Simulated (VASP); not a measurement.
Crystal: Rh.

```
Rh
1.0
     0.00000    1.90299    1.90299
     1.90299    0.00000    1.90299
     1.90299    1.90299    0.00000
Rh
1
Cartesian
  0.0000 0.0000 0.0000
```

Base run:

| Quantity | Value |
| --- | --- |
| Program | VASP 6.6.1 |
| Functional | r2SCAN |
| Potentials or basis | VASP PAW PBE potentials, release 64 (Rh_pv) |
| Cutoff | 440 eV |
| k mesh | 18 × 18 × 18 |
| Occupations | fermi-dirac, width 0.05 eV |
| Spin | no spin polarisation |

Its results: band gap on the k mesh zero (an odd number of electrons rules out a gap without spin polarisation); pressure -0.4 GPa.

Task: After a change of settings the same cell gave: band gap on the k mesh zero (an odd number of electrons rules out a gap without spin polarisation); pressure -7.0 GPa. Which change was it?
A. functional from r2SCAN to PBEsol; cutoff from 440 eV to 500 eV; further incar settings from ALGO = Normal; EDIFF = 1e-08; NBANDS = 14 to ALGO = Normal; EDIFF = 1e-06; NBANDS = 14
B. functional from r2SCAN to PBE; cutoff from 440 eV to 500 eV; further incar settings from ALGO = Normal; EDIFF = 1e-08; NBANDS = 14 to ALGO = Normal; EDIFF = 1e-06; NBANDS = 14
C. functional from r2SCAN to PBE; cutoff from 440 eV to 400 eV
D. functional from r2SCAN to PBEsol; cutoff from 440 eV to 400 eV

Result: D.

Caveats: the PAW data sets were made with another functional, which shifts forces and pressure a little; an empty level that is flat over the whole mesh can mark a ghost state of the potentials, or a narrow d or f band (at least some runs); the cell stands under tension (at least some runs).
